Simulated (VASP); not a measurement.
MnHg: single point with PBE

Crystal: MnHg.

```
Hg Mn
1.0
     3.31500    0.00000    0.00000
     0.00000    3.31500    0.00000
     0.00000    0.00000    3.31500
Hg Mn
1 1
Direct
  0.00000 0.00000 0.00000
  0.50000 0.50000 0.50000
```

```
Program             : VASP 6.6.1
Task                : single point
Functional          : PBE
Potentials or basis : VASP PAW PBE potentials, release 64 (Hg, Mn_pv)
Cutoff              : 520 eV
k mesh              : 8 × 8 × 8
Occupations         : fermi-dirac, width 0.05 eV
Spin                : collinear spin, ferromagnetic start
Starting moments    : [0.0, 0.28] μB
```

The pressure is 1.0 GPa. The net moment is 3.91 μB per cell, the site moments are Hg -0.06; Mn +3.83 μB and the valence electrons inside the program's atomic spheres are Hg 10.59; Mn 11.40.

Levels at points of the mesh, in eV from the Fermi level:
Spin up:
```csv
k point,band 12,band 13,band 14,band 15,band 16,band 17
"(0.00, 0.00, 0.00)",-2.06,-2.06,-2.06,4.90,4.90,4.90
"(0.50, 0.00, 0.00)",-2.75,-2.75,-2.27,-1.58,10.06,10.06
"(0.50, 0.50, 0.00)",-2.08,-2.03,-1.65,-1.65,0.64,2.89
"(0.50, 0.50, 0.50)",-2.01,-2.01,0.46,4.14,4.14,4.14
```
Spin down:
| k point | band 8 | band 9 | band 10 | band 11 | band 12 | band 13 | band 14 | band 15 |
| --- | --- | --- | --- | --- | --- | --- | --- | --- |
| (0.00, 0.00, 0.00) | -7.05 | -7.05 | 0.35 | 0.35 | 1.48 | 1.48 | 1.48 | 5.26 |
| (0.50, 0.00, 0.00) | -6.95 | -4.98 | -4.43 | 0.00 | 0.43 | 0.43 | 1.29 | 2.06 |
| (0.50, 0.50, 0.00) | -6.50 | -3.49 | -1.41 | -1.41 | 0.51 | 1.31 | 1.31 | 1.91 |
| (0.50, 0.50, 0.50) | -6.47 | -1.56 | -1.56 | -1.56 | 0.33 | 1.94 | 1.94 | 5.58 |

Wall time 2.7 min on 1 thread of Intel Xeon 8259CL, on a shared host, peak memory 0.2 GiB.

Caveat: spin-orbit coupling is left out, which moves the levels of the heavy elements.
